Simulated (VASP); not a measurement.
Write the native input for VASP 6.6.1 that does the following.

* Task: single point
* Functional: PBEsol
* Potentials or basis: VASP PAW PBE potentials, release 64 (Al, N)
* Cutoff: 520 eV
* k mesh: 10 × 10 × 10
* Occupations: gaussian, width 0.05 eV
* Spin: no spin polarisation
* Dipole correction: no
* Further INCAR settings: ALGO = Normal; EDIFF = 1e-06; NBANDS = 11

The structure of AlN lies in POSCAR:

```
AlN
1.0
    0.0000000000      1.9856472456      1.9856472456
    1.9856472456      0.0000000000      1.9856472456
    1.9856472456      1.9856472456      0.0000000000
Al N
1 1
Direct
    0.5000000000      0.5000000000      0.5000000000
    0.0000000000      0.0000000000      0.0000000000
```

The input as run:

INCAR

```
PREC = Accurate ; ENCUT = 520
EDIFF = 1E-6 ; ISMEAR = 0
SIGMA = 0.05 ; LREAL = False
LASPH = True ; NELM = 100
ALGO = Normal ; ISIF = 2
LWAVE = False ; LCHARG = False
GGA = PS ; NBANDS = 11
```

KPOINTS

```
regular mesh
0
Gamma
  10 10 10
```

Potentials or basis: VASP PAW PBE potentials, release 64 (Al, N).

Run with:

```sh
$ cat potpaw_PBE.64/Al/POTCAR potpaw_PBE.64/N/POTCAR > POTCAR
$ mpirun -np 1 vasp_std > vasp.out
```

Results of the run:

The pressure is 16.2 GPa and the band gap on the k mesh is 5.04 eV, indirect (least direct gap 6.47 eV).

Caveat: the PAW data sets were made with another functional, which shifts forces and pressure a little.

Run time: 9.3 s on 1 thread of AMD EPYC 7R43 64-Core Processor (Zen 3) (shared host), peak memory 0.1 GiB.
